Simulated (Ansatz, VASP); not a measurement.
## Se in VASP and in Ansatz

```
CELL_PARAMETERS angstrom
3.13202 0.00000 0.00000
-1.56601 2.71241 0.00000
0.00000 0.00000 2.61943
ATOMIC_POSITIONS crystal
Se 0.00000 0.00000 0.00000
```

Alike in both runs: functional PBE; k mesh 16 × 16 × 15; occupations fermi-dirac, width 0.1 eV; collinear spin.

Ansatz relaxed the structure, and its values are those at the end. VASP's run is a single point on that final structure, the one shown.

|  | VASP | Ansatz |
| --- | --- | --- |
| version | VASP 6.6.1 | Ansatz 0.2.0 |
| potentials or method | VASP PAW PBE potentials, release 64 (Se) | PAW with Ansatz's default frozen-core files, scalar-relativistic |
| plane-wave cutoff (eV) | 500 | 420 |
| valence electrons in the cell | 6 | 16 |

```csv
,VASP,Ansatz,Ansatz less VASP
pressure (GPa),0.0,0.0,-0.02
net moment per atom (μB),0.00,0.00,0.000
```

The functional is the same, so the differences come from potentials, cutoffs and numerics. VASP's potentials hold 6 valence electrons a cell and Ansatz's 16, so a difference there can come from the potentials and not from the codes. Ansatz's warnings: seeded moment not kept.
